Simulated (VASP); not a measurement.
Set up this calculation in VASP 6.6.1, as the native input.

```yaml
Task: single point
Functional: r2SCAN
Potentials_or_basis: VASP PAW PBE potentials, release 64 (W_sv, Se)
Cutoff: 520 eV
k_mesh: 12 × 12 × 1
Occupations: gaussian, width 0.05 eV
Spin: no spin polarisation
Dipole_correction: no
Further_INCAR_settings: ALGO = Normal; EDIFF = 1e-06; NBANDS = 49
```

Slab: WSe2, a slab with vacuum.

```
W Se
1.0
     3.21499    0.00000    0.00000
    -1.60750    2.78426    0.00000
     0.00000    0.00000   28.90609
W Se
3 6
Cartesian
  1.6075 0.9281 0.0000
  0.0000 1.8562 22.2559
  0.0000 1.8562 6.6501
  0.0000 1.8562 1.6122
  1.6075 0.9281 23.8683
  1.6075 0.9281 8.2613
  0.0000 1.8562 27.2939
  1.6075 0.9281 20.6448
  1.6075 0.9281 5.0378
```

This cell differs from its parent crystal: strain -0.030 along x and y, -0.030 along z.

One way to write it, as run:

POSCAR

```
WSe2
1.0
    3.2149914222      0.0000000000      0.0000000000
   -1.6074957111      2.7842642446      0.0000000000
    0.0000000000      0.0000000000     28.9060882436
W Se
3 6
Direct
    0.6666666667      0.3333333333      0.0000000000
    0.3333333333      0.6666666667      0.7699395294
    0.3333333333      0.6666666667      0.2300604706
    0.3333333333      0.6666666667      0.0557735259
    0.6666666667      0.3333333333      0.8257181867
    0.6666666667      0.3333333333      0.2857987534
    0.3333333333      0.6666666667      0.9442264741
    0.6666666667      0.3333333333      0.7142012466
    0.6666666667      0.3333333333      0.1742818133
```

INCAR.step1

```
SYSTEM = WSe2
  PREC = Accurate
  ENCUT = 520
  ISMEAR = 0
  SIGMA = 0.05
  LREAL = .False.
  LASPH = .True.
  NELM = 60
  NBANDS = 49
  GGA = PE
  ALGO = Normal
  EDIFF = 1E-4
  LWAVE = .True.
  LCHARG = .False.
```

INCAR.step2

```
SYSTEM = WSe2
  PREC = Accurate
  ENCUT = 520
  EDIFF = 1E-6
  ISMEAR = 0
  SIGMA = 0.05
  LREAL = .False.
  LASPH = .True.
  NELM = 60
  ALGO = Normal
  ISIF = 2
  LWAVE = .False.
  LCHARG = .False.
  METAGGA = R2SCAN
  LMIXTAU = .True.
  NBANDS = 49
  ISTART = 1
```

KPOINTS

```
regular mesh
0
Gamma
  12 12 1
  0 0 0
```

Potentials or basis: VASP PAW PBE potentials, release 64 (W_sv, Se).

Launch:

```console
$ cat potpaw_PBE.64/W_sv/POTCAR potpaw_PBE.64/Se/POTCAR > POTCAR
$ cp INCAR.step1 INCAR
$ mpirun -np 1 vasp_std > vasp.out
$ cp INCAR.step2 INCAR
$ mpirun -np 1 vasp_std > vasp.out
```

Results of the run:

- Largest force: 1.864 eV/Å
- Band gap on the k mesh: 1.56 eV, indirect (least direct gap 1.81 eV)

Caveat: the cell differs from its parent crystal (strain -0.030 along x and y, -0.030 along z); the PAW data sets were made with another functional, which shifts forces and pressure a little; spin-orbit coupling is left out, which moves the levels of the heavy elements.

It took 18 min on 1 thread of Intel(R) Xeon(R) Platinum 8259CL CPU @ 2.50GHz (Skylake/Cascade Lake), on a shared host, peak memory 0.48 GiB.
